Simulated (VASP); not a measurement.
WS:

```
W S
1.0
     3.44485    0.00000    0.00000
     0.00000    3.44485    0.00000
     0.00000    0.00000    3.44485
W S
1 1
Cartesian
  1.7224 1.7224 1.7224
  0.0000 0.0000 0.0000
```

```yaml
Program: VASP 6.6.1
Task: relaxation of cell and atoms
Functional: PBE
Potentials_or_basis: VASP PAW PBE potentials, release 64 (W_sv, S)
Cutoff: 600 eV
k_mesh: 6 × 6 × 6
Occupations: gaussian, width 0.1 eV
Spin: no spin polarisation
```

At the start: pressure -36.4 GPa; volume 20.44 Å³/atom.

Problem. How do energy, volume and symmetry change on relaxing?

Solution. Over 5 steps the energy falls by 1175.6 meV/atom and the volume is 13.61 Å³/atom (-33.4 %); space group Pm-3m (No. 221, to 0.05 Å).

The path:
| step | energy change (eV) | largest force (eV/Å) | pressure (GPa) | volume (Å³) |
| --- | --- | --- | --- | --- |
| 1 | 0.0000 | 0.0000 | -36.42 | 40.88 |
| 2 | 1.2966 | 0.0000 | 198.51 | 19.09 |
| 3 | -2.3282 | 0.0000 | -7.67 | 28.17 |
| 4 | -2.3472 | 0.0000 | -3.31 | 27.62 |
| 5 | -2.3512 | 0.0000 | 0.10 | 27.23 |

Final structure:
```
W S
1.0
     3.00848    0.00000    0.00000
     0.00000    3.00848    0.00000
     0.00000    0.00000    3.00848
W S
1 1
Direct
  0.50000 0.50000 0.50000
  0.00000 0.00000 0.00000
```

Caveat: the volume moved by over 15 % at a fixed basis, so the end points are rough.
